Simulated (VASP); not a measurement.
BaTiO3:

```xyz
5
Lattice="3.9632 0.0000 0.0000 0.0000 2.8579 2.8742 0.0000 -2.8579 2.8742" Properties=species:S:1:pos:R:3 pbc="T T T"
Ba    0.0000    0.0000    0.0285
Ti    1.9816    0.0000    2.9924
O     1.9816    1.3889    4.2180
O     1.9816   -1.3889    4.2180
O     0.0000    0.0000    2.7985
```

Base run:

| Quantity | Value |
| --- | --- |
| Program | VASP 6.6.1 |
| Functional | r2SCAN |
| Potentials or basis | VASP PAW PBE potentials, release 64 (Ba_sv, Ti_sv, O) |
| Cutoff | 520 eV |
| k mesh | 6 × 6 × 6 |
| Occupations | gaussian, width 0.01 eV |
| Spin | no spin polarisation |

Its results: band gap on the k mesh 2.64 eV (least direct gap 3.12 eV); pressure 1.9 GPa; largest force 0.174 eV/Å.

The run is repeated on the same cell with these changes: functional from r2SCAN to LDA; potentials or basis from VASP PAW PBE potentials, release 64 (Ba_sv, Ti_sv, O) to VASP PAW LDA potentials, release 64 (Ba_sv, Ti_sv, O). What comes out?

Band gap on the k mesh 2.15 eV (least direct gap 2.60 eV); pressure -5.6 GPa; largest force 0.025 eV/Å.

Caveats: spin-orbit coupling is left out, which moves the levels of the heavy elements; the PAW data sets were made with another functional, which shifts forces and pressure a little (at least some runs); the cell stands under tension (at least some runs).

A k mesh can miss the band edges.
